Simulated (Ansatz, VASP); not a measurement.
# InSe in VASP and in Ansatz

```
In Se
1.0
     5.74189   -2.06238   -0.13064
     5.74189    2.06238   -0.13064
    -1.66235    0.00000    5.46037
In Se
2 2
Direct
  0.88790 0.88790 0.05330
  0.11210 0.11210 0.94670
  0.66633 0.66633 0.69521
  0.33367 0.33367 0.30479
```

Alike in both runs: functional PBE; k mesh 8 × 8 × 6; occupations gaussian, width 0.02 eV; no spin polarisation.

Ansatz relaxed the structure, and its values are those at the end. VASP's run is a single point on that final structure, the one shown.

|  | VASP | Ansatz |
| --- | --- | --- |
| version | VASP 6.6.1 | Ansatz 0.2.0 |
| potentials or method | VASP PAW PBE potentials, release 64 (In_d, Se), cutoff 520 eV | scalar-relativistic, plane waves, PAW |
| valence electrons in the cell | 38 | 58 |

|  | VASP | Ansatz | Ansatz less VASP |
| --- | --- | --- | --- |
| gap on the k mesh at the Fermi level (eV) | 1.07 | 1.08 | +0.007 |
| least direct gap on the mesh (eV) | 1.22 | 1.22 | +0.006 |
| pressure (GPa) | 0.0 | 0.0 | -0.03 |
| rms of the force components (eV/Å) | 0.007 | 0.001 | -0.0067 |

With one functional, cell and mesh, what is left measures potentials, basis and numerics. VASP's potentials hold 38 valence electrons a cell and Ansatz's 58, so a difference there can come from the potentials and not from the codes.
